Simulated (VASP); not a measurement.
# Si2W in VASP: a series of runs

The runs below take Si2W through single point, with LDA.

Everything below comes from runs of VASP 6.6.1. Logs are shortened: lines on timing, memory, paths and dates and some standing lists are left out, and cuts for length are marked.

### Step 1. The cell of the first run

It takes space group Immm (No. 71, orthorhombic). The conventional cell has a = 3.146 Å, b = 3.308 Å, c = 7.640 Å, α = 90.00°, β = 90.00°, γ = 90.00°. Si (site symmetry mm2) has 9 Si at 2.53 to 3.31 Å and 5 W at 2.56 to 2.61 Å within 3.4 Å. W (site symmetry mmm) has 10 Si at 2.56 to 2.61 Å and 4 W at 3.15 to 3.31 Å within 3.4 Å.

### Step 2. Single point, LDA

INCAR reads:

```
SYSTEM = Si2W
PREC     = Accurate       ! precision mode
ENCUT    = 520            ! plane-wave cutoff, eV
EDIFF    = 1E-6           ! SCF threshold, eV
ISMEAR   = 0              ! smearing method
SIGMA    = 0.1            ! smearing width, eV
LREAL    = .FALSE.        ! projectors in reciprocal space
LASPH    = .TRUE.         ! aspherical terms in the spheres
NELM     = 80             ! most SCF steps
ALGO     = Normal         ! electronic algorithm
ISIF     = 2              ! what is computed and relaxed
LWAVE    = .FALSE.        ! write WAVECAR
LCHARG   = .FALSE.        ! write CHGCAR
NBANDS   = 31             ! bands
ISYM     = 0
```

KPOINTS reads:

```
regular mesh
0
G
  5 5 22
  0 0 0
```

POSCAR reads:

```
Si2W
1.0
    6.6160010973      0.0000000000      0.0000000000
    0.0000000000      7.6395000290      0.0000000000
   -1.6540002743     -3.8197500145      1.5731358746
Si W
4 2
Direct
    0.0000000000      0.3346982953      0.0000000000
    0.5000000000      0.3346982953      0.0000000000
    0.0000000000      0.6653017047      0.0000000000
    0.5000000000      0.6653017047      0.0000000000
    0.0000000000      0.0000000000      0.0000000000
    0.5000000000      0.0000000000      0.0000000000
```

Potentials or basis: VASP PAW LDA potentials, release 64 (Si, W_sv).

Launch:

```bash
cat potpaw_LDA.64/Si/POTCAR potpaw_LDA.64/W_sv/POTCAR > POTCAR
mpirun -np 1 vasp_std > vasp.out
```

OUTCAR:

```text
SYSTEM = Si2W
   PREC = Accurate
   ENCUT = 520
   EDIFF = 1E-6
   ISMEAR = 0
   LREAL = .FALSE.
   LASPH = .TRUE.
   NELM = 80
   ISIF = 2
   ISYM = 0

 ion  position               nearest neighbor table
   1  0.000  0.335  0.000-   3 2.53   5 2.56   5 2.61   5 2.61   6 2.61   6 2.61   3 2.62   3 2.62
                             4 2.62   4 2.62
   2  0.500  0.335  0.000-   4 2.53   6 2.56   6 2.61   6 2.61   5 2.61   5 2.61   4 2.62   4 2.62
                             3 2.62   3 2.62
   3  0.000  0.665  0.000-   1 2.53   5 2.56   5 2.61   5 2.61   6 2.61   6 2.61   1 2.62   1 2.62
                             2 2.62   2 2.62
   4  0.500  0.665  0.000-   2 2.53   6 2.56   6 2.61   6 2.61   5 2.61   5 2.61   2 2.62   2 2.62
                             1 2.62   1 2.62
   5  0.000  0.000  0.000-   1 2.56   3 2.56   3 2.61   1 2.61   3 2.61   1 2.61   4 2.61   2 2.61
                             4 2.61   2 2.61   6 3.31   6 3.31
   6  0.500  0.000  0.000-   2 2.56   4 2.56   4 2.61   2 2.61   4 2.61   2 2.61   1 2.61   3 2.61
                             3 2.61   1 2.61   5 3.31   5 3.31

IMPORTANT INFORMATION: All symmetrisations will be switched off!
NOSYMM: (Re-)initialisation of all symmetry stuff for point group C_1.

----------------------------------------------------------------------------------------

                                     Primitive cell

  volume of cell :      79.5109

  direct lattice vectors                    reciprocal lattice vectors
     6.616001097  0.000000000  0.000000000     0.151148705  0.000000000  0.158918250
     0.000000000  7.639500029  0.000000000     0.000000000  0.130898619  0.317836500
    -1.654000274 -3.819750014  1.573135875     0.000000000  0.000000000  0.635672999

  length of vectors
     6.616001097  7.639500029  4.449827363     0.219319268  0.343736074  0.635672999

  position of ions in fractional coordinates (direct lattice)
     0.000000000  0.334698295  0.000000000
     0.500000000  0.334698295  0.000000000
     0.000000000  0.665301705  0.000000000
     0.500000000  0.665301705  0.000000000
     0.000000000  0.000000000  0.000000000
     0.500000000  0.000000000  0.000000000

  ion indices of the primitive-cell ions
   primitive index   ion index
                 1           1
                 2           2
                 3           3
                 4           4
                 5           5
                 6           6

----------------------------------------------------------------------------------------

 KPOINTS: regular mesh

Automatic generation of k-mesh.
 Grid dimensions read from file:
 generate k-points for:    5    5   22

 Generating k-lattice:

  Cartesian coordinates                     Fractional coordinates (reciprocal lattice)
     0.030229741  0.000000000  0.031783650     0.200000000  0.000000000  0.000000000
     0.000000000  0.026179724  0.063567300     0.000000000  0.200000000  0.000000000
     0.000000000  0.000000000  0.028894227     0.000000000  0.000000000  0.045454545

  Length of vectors
     0.043863854  0.068747215  0.028894227

  Shift w.r.t. Gamma in fractional coordinates (k-lattice)
     0.000000000  0.000000000  0.000000000

 -----------------------------------------------------------------------------
|                                                                             |
|           W    W    AA    RRRRR   N    N  II  N    N   GGGG   !!!           |
|           W    W   A  A   R    R  NN   N  II  NN   N  G    G  !!!           |
|           W    W  A    A  R    R  N N  N  II  N N  N  G       !!!           |
|           W WW W  AAAAAA  RRRRR   N  N N  II  N  N N  G  GGG   !            |
|           WW  WW  A    A  R   R   N   NN  II  N   NN  G    G                |
|           W    W  A    A  R    R  N    N  II  N    N   GGGG   !!!           |
|                                                                             |
|     Your reciprocal lattice and k-lattice belong to different lattice       |
|     classes:                                                                |
|                                                                             |
|        The reciprocal lattice is base-centered monoclinic,                  |
|        whereas your k-lattice is triclinic.                                 |
|                                                                             |
|     Results are often still useful ...                                      |
|                                                                             |
 -----------------------------------------------------------------------------

 WARNING: IBZKPT: internal override: KBLOWUP is changed to .FALSE.
      ... skipping the blow-up phase ...

 Subroutine IBZKPT returns following result:
 ===========================================

 Found    276 irreducible k-points:

 Following reciprocal coordinates:
            Coordinates               Weight
  0.000000  0.000000  0.000000      1.000000
  0.200000  0.000000  0.000000      2.000000
  0.400000  0.000000  0.000000      2.000000
  0.000000  0.200000  0.000000      2.000000
  0.200000  0.200000  0.000000      2.000000
  0.400000  0.200000  0.000000      2.000000
[... 16 lines left out ...]
 -0.200000  0.200000  0.045455      2.000000
  0.000000  0.400000  0.045455      2.000000
 [... further k-points ...]
   k-points           NKPTS =    276   k-points in BZ     NKDIM =    276   number of bands    NBANDS=     31
   number of dos      NEDOS =    301   number of ions     NIONS =      6
   total plane-waves  NPLWV = 108000
   dimension x,y,z NGX =    50 NGY =   60 NGZ =   36
   dimension x,y,z NGXF=   100 NGYF=  120 NGZF=   72
   ions per type =               4   2
   NGX,Y,Z   is equivalent  to a cutoff of  12.56, 13.06, 13.45 a.u.
   NGXF,Y,Z  is equivalent  to a cutoff of  25.13, 26.11, 26.90 a.u.
 SYSTEM =  Si2W
   PREC   = accura    normal or accurate (medium, high low for compatibility)
   ISTART =      0    job   : 0-new  1-cont  2-samecut
   ICHARG =      2    charge: 1-file 2-atom 10-const
   ISPIN  =      1    spin polarized calculation?
   LNONCOLLINEAR =      F non collinear calculations
   LSORBIT =      F    spin-orbit coupling
   LASPH  =      T    aspherical Exc in radial PAW
   ENCUT  =  520.0 eV  38.22 Ry    6.18 a.u.  12.30 14.20  8.27*2*pi/ulx,y,z
   NELM   =     80;   NELMIN=  2; NELMDL= -5     # of ELM steps
   EDIFF  = 0.1E-05   stopping-criterion for ELM
   LREAL  =      F    real-space projection
   EDIFFG = 0.1E-04   stopping-criterion for IOM
   NSW    =      0    number of steps for IOM
   IBRION =     -1    ionic relax: 0-MD 1-quasi-New 2-CG
   NFREE  =      0    steps in history (QN), initial steepest desc. (CG)
   ISIF   =      2    stress and relaxation
   ISYM   =      0    0-nonsym 1-usesym 2-fastsym
   POTIM  = 0.5000    time-step for ionic-motion
   TEBEG  =    0.0;   TEEND  =   0.0 temperature during run
   PSTRESS=    0.0 pullay stress
   NELECT =      44.0000    total number of electrons
   NUPDOWN=      -1.0000    fix difference up-down
   EMIN   =  10.00;   EMAX   =-10.00  energy-range for DOS
   EFERMI =   0.00;   METHOD = LEGACY
   ISMEAR =     0;   SIGMA  =   0.10  broadening in eV -4-tet -1-fermi 0-gaus
   EFERMI_NEDOS =   21; number of points for ismear=-14 and -15
   IALGO  =     38    algorithm
   IMIX   =      4    mixing-type and parameters
     AMIX     =   0.40;   BMIX     =  1.00
     AMIX_MAG =   1.60;   BMIX_MAG =  1.00
  volume/ion in A,a.u.               =      13.25        89.43
  Fermi-wavevector in a.u.,A,eV,Ry     =   1.344054  2.539894 24.578679  1.806482
  Thomas-Fermi vector in A             =   2.472079
   LORBIT       =      0    0 simple, 1 ext, 2 COOP (PROOUT), +10 PAW based schemes
   GGA     = CA    functional components
   LHFCALC =     F    Hartree Fock is set to
   AEXX    =    0.0000 exact exchange contribution
   IVDW    =     0    specifies the selected vdW correction
   LEPSILON=     F    determine dielectric tensor
   LRPA    =     F    only Hartree local field effects (RPA)
 non-spin polarized calculation
 Gauss-broadening in eV      SIGMA  =   0.10
  energy-cutoff  :      520.00
  volume of cell :       79.51
 maximum number of plane-waves:      2164
 NGX is ok and might be reduce to    50
   NGX = 25   NGY = 29   NGZ = 17

 number of electron      43.9999998 magnetization

 Free energy of the ion-electron system (eV)
  ---------------------------------------------------
  ext. energy  EPLUGINS =         0.00000000
  ---------------------------------------------------
  free energy    TOTEN  =       -54.55184255 eV

  energy without entropy =      -54.54851195  energy(sigma->0) =      -54.55017725

 E-fermi :  12.0642     XC(G=0): -12.7234

 val. band max:       12.0503696354   @ k =  -0.2000   0.0000   0.4545
 cond. band min:      12.0773351171   @ k =   0.4000   0.0000   0.5000
 fundamental gap:      0.0269654817
 Fermi energy:        12.0642160327

 k-point     1 :       0.0000    0.0000    0.0000
  band No.  band energies     occupation
      1     -61.2472      2.00000
      2     -61.2315      2.00000
      3     -25.9728      2.00000
      4     -25.9498      2.00000
      5     -25.8395      2.00000
      6     -25.7720      2.00000
[... 23 lines left out ...]
     30      16.4115      0.00000
     31      16.6335      0.00000

 k-point     2 :       0.2000    0.0000    0.0000
  band No.  band energies     occupation
      1     -61.2457      2.00000
      2     -61.2329      2.00000
      3     -25.9613      2.00000
      4     -25.9275      2.00000
      5     -25.8534      2.00000
      6     -25.7682      2.00000
[... 23 lines left out ...]
     30      16.4741      0.00000
     31      16.6378      0.00000

 k-point     3 :       0.4000    0.0000    0.0000
  band No.  band energies     occupation
      1     -61.2418      2.00000
      2     -61.2368      2.00000
      3     -25.9300      2.00000
      4     -25.8887      2.00000
      5     -25.8681      2.00000
      6     -25.7922      2.00000
[... 23 lines left out ...]
     30      16.3877      0.00000
     31      16.6312      0.00000

 k-point     4 :       0.0000    0.2000    0.0000
  band No.  band energies     occupation
      1     -61.2436      2.00000
      2     -61.2350      2.00000
      3     -25.9860      2.00000
      4     -25.8610      2.00000
      5     -25.8303      2.00000
      6     -25.7989      2.00000
[... 23 lines left out ...]
     30      16.8933      0.00000
     31      17.6211      0.00000

 k-point     5 :       0.2000    0.2000    0.0000
  band No.  band energies     occupation
      1     -61.2401      2.00000
      2     -61.2385      2.00000
      3     -25.9820      2.00000
      4     -25.8806      2.00000
      5     -25.8378      2.00000
      6     -25.7820      2.00000
[... 23 lines left out ...]
     30      17.0724      0.00000
     31      17.3547      0.00000
[... 542 lines left out ...]
     30      16.9683      0.00000
     31      17.9452      0.00000

 k-point    22 :      -0.4000    0.2000    0.0455
  band No.  band energies     occupation
      1     -61.2445      2.00000
      2     -61.2340      2.00000
      3     -25.9381      2.00000
      4     -25.9209      2.00000
      5     -25.8970      2.00000
      6     -25.7668      2.00000
[... 23 lines left out ...]
     30      17.3889      0.00000
     31      17.7732      0.00000

 k-point    23 :      -0.2000    0.2000    0.0455
  band No.  band energies     occupation
      1     -61.2433      2.00000
      2     -61.2352      2.00000
      3     -25.9697      2.00000
      4     -25.8702      2.00000
      5     -25.8474      2.00000
      6     -25.7897      2.00000
[... 23 lines left out ...]
     30      17.2616      0.00000
     31      17.5519      0.00000

 k-point    24 :       0.0000    0.4000    0.0455
  band No.  band energies     occupation
      1     -61.2419      2.00000
      2     -61.2365      2.00000
      3     -26.0111      2.00000
      4     -25.9748      2.00000
      5     -25.8129      2.00000
      6     -25.7631      2.00000
[... 23 lines left out ...]
     30      16.6162      0.00000
     31      17.2761      0.00000

 [... further k-points ...]

------------------------ aborting loop because EDIFF is reached ----------------------------------------

  FORCE on cell =-STRESS in cart. coord.  units (eV):
  Direction    XX          YY          ZZ          XY          YZ          ZX
  --------------------------------------------------------------------------------------
  -------------------------------------------------------------------------------------
  Total       -6.0304893      4.1639003      1.5574783      0.0047554      0.0006092     -0.0065812
  in kB     -121.5168187     83.9042892     31.3838232      0.0958242      0.0122760     -0.1326129
  external PRESSURE =      -2.0762354 kB  Pullay stress =       0.0000000 kB

 VOLUME and BASIS-vectors are now :
 -----------------------------------------------------------------------------
  energy-cutoff  :      520.00
  volume of cell :       79.51
      direct lattice vectors                 reciprocal lattice vectors
     6.616001097  0.000000000  0.000000000     0.151148705  0.000000000  0.158918250
     0.000000000  7.639500029  0.000000000     0.000000000  0.130898619  0.317836500
    -1.654000274 -3.819750014  1.573135875     0.000000000  0.000000000  0.635672999

 POSITION                                       TOTAL-FORCE (eV/Angst)
 -----------------------------------------------------------------------------------
      0.00000      2.55693      0.00000        -0.001174      0.006371     -0.000285
      3.30800      2.55693      0.00000        -0.001173      0.006063     -0.000286
      0.00000      5.08257      0.00000         0.001173     -0.006372      0.000287
      3.30800      5.08257      0.00000         0.001172     -0.006063      0.000288
      0.00000      0.00000      0.00000         0.000002      0.000001     -0.000004
      3.30800      0.00000      0.00000         0.000000      0.000001     -0.000000
 -----------------------------------------------------------------------------------
    total drift:                                0.000003      0.000003     -0.000005

  FREE ENERGIE OF THE ION-ELECTRON SYSTEM (eV)
  ---------------------------------------------------
  free  energy   TOTEN  =       -54.5518425532 eV

  energy  without entropy=      -54.5485119471  energy(sigma->0) =      -54.55017725
```

Wall time 11 min (1 thread of AMD EPYC 9R45 (Zen 5), shared host); peak memory 0.63 GiB.

Results:

| Item | Value |
| --- | --- |
| Free energy | -54.5518 eV |
| Pressure | -0.2 GPa |
| Largest force | 0.006 eV/Å |
| Band gap on the k mesh | zero (bands 22 and 23 overlap by 0.82 eV) |

Forces on the atoms (eV/Å):
```
Si  -0.001  0.006  0.000
Si  -0.001  0.006  0.000
Si   0.001 -0.006  0.000
Si   0.001 -0.006  0.000
W    0.000  0.000  0.000
W    0.000  0.000  0.000
```

Levels at points of the mesh, in eV from the Fermi level:
```csv
k point,band 18,band 19,band 20,band 21,band 22,band 23,band 24,band 25,band 26,band 27
"(0.00, 0.00, 0.00)",-3.26,-3.05,-2.45,-1.65,0.52,2.33,2.49,2.55,3.24,3.45
"(0.00, 0.00, 0.50)",-2.64,-1.65,-1.49,-0.76,-0.34,-0.10,0.73,2.49,3.24,3.45
```

Caveat: the stress differs along the axes, from -12 to 8 GPa; spin-orbit coupling is left out, which moves the levels of the heavy elements.

(Part 1 of 2 ends here.)

The gap in the log of VASP goes by the Fermi energy; the results here count the filled bands.